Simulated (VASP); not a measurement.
Runs of VASP 6.6.1 on NaCl. The structure is that of space group P6_3/mmc (No. 194), or close to it. The cells are those of the table. 

| level | potentials or basis | cell | k mesh | smearing | gap on the mesh (eV) | pressure (GPa) |
| --- | --- | --- | --- | --- | --- | --- |
| LDA | VASP PAW LDA potentials, release 64 (Na_pv, Cl) | a = 4.611, b = 4.611, c = 5.425 Å, angles 90.0, 90.0, 120.0°, 4 atoms | 6 × 6 × 4 | fermi-dirac 0.02 eV | (a) | 0.0 |
| PBEsol | VASP PAW PBE potentials, release 64 (Na_pv, Cl) | a = 4.722, b = 4.722, c = 5.559 Å, angles 90.0, 90.0, 120.0°, 4 atoms | 6 × 6 × 4 | fermi-dirac 0.02 eV | (c) | 0.0 |
| r2SCAN | VASP PAW PBE potentials, release 64 (Na_pv, Cl) | a = 4.721, b = 4.721, c = 5.569 Å, angles 90.0, 90.0, 120.0°, 4 atoms | 6 × 6 × 4 | fermi-dirac 0.02 eV | 5.47 | (b) |
| PBE | VASP PAW PBE potentials, release 64 (Na_pv, Cl) | a = 4.721, b = 4.721, c = 5.569 Å, angles 90.0, 90.0, 120.0°, 4 atoms | 6 × 6 × 6 | fermi-dirac 0.02 eV | 4.84 | 0.8 |
| LDA | VASP PAW LDA potentials, release 64 (Na_pv, Cl) | a = 4.721, b = 4.721, c = 5.569 Å, angles 90.0, 90.0, 120.0°, 4 atoms | 6 × 6 × 6 | gaussian 0.01 eV | 4.44 | -1.6 |

Alike in all rows: task single point; no spin polarisation; cutoff (eV) 520.

**Question.** Estimate the missing entries.

**Answer.** (a) 4.59; (b) -0.2; (c) 4.73.

Caveats: the PAW data sets were made with another functional, which shifts forces and pressure a little (some runs).

A k mesh can miss the band edges.
